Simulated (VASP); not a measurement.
## Ti: single point with PBEsol

Ti:

```
Ti
1.0
     4.51403    0.00000    0.00000
    -2.25701    3.90926    0.00000
     0.00000    0.00000    2.79894
Ti
3
Direct
  0.00000 0.00000 0.00000
  0.33333 0.66667 0.50000
  0.66667 0.33333 0.50000
```

This isn't the form of Ti at room conditions, which is hcp.

| Quantity | Value |
| --- | --- |
| Program | VASP 6.6.1 |
| Task | single point |
| Functional | PBEsol |
| Potentials or basis | VASP PAW PBE potentials, release 64 (Ti_sv) |
| Cutoff | 520 eV |
| k mesh | 12 × 12 × 14 |
| Occupations | gaussian, width 0.1 eV |
| Spin | no spin polarisation |
| Dipole correction | no |
| Further INCAR settings | ALGO = Fast; EDIFF = 1e-06; NBANDS = 25 |

The pressure is -0.3 GPa and the band gap on the k mesh is zero (bands 18 and 19 overlap by 0.34 eV).

Levels at points of the mesh, in eV from the Fermi level:
| k point | band 15 | band 16 | band 17 | band 18 | band 19 | band 20 | band 21 | band 22 |
| --- | --- | --- | --- | --- | --- | --- | --- | --- |
| (0.00, 0.00, 0.00) | -0.71 | -0.71 | -0.61 | -0.61 | -0.01 | 0.71 | 1.34 | 1.34 |
| (0.50, 0.00, 0.00) | -2.73 | -0.45 | -0.43 | -0.37 | 0.05 | 0.56 | 1.05 | 1.26 |
| (0.00, 0.00, 0.50) | -2.21 | -1.73 | -1.70 | -1.70 | 1.09 | 1.09 | 1.31 | 1.31 |
| (0.50, 0.00, 0.50) | -1.78 | -1.24 | -0.68 | -0.67 | 0.35 | 0.83 | 1.03 | 1.10 |

Wall time 4.7 min on 1 thread of Intel(R) Xeon(R) 6975P-C (Granite Rapids) (shared host), peak memory 0.27 GiB.

Caveat: the PAW data sets were made with another functional, which shifts forces and pressure a little.
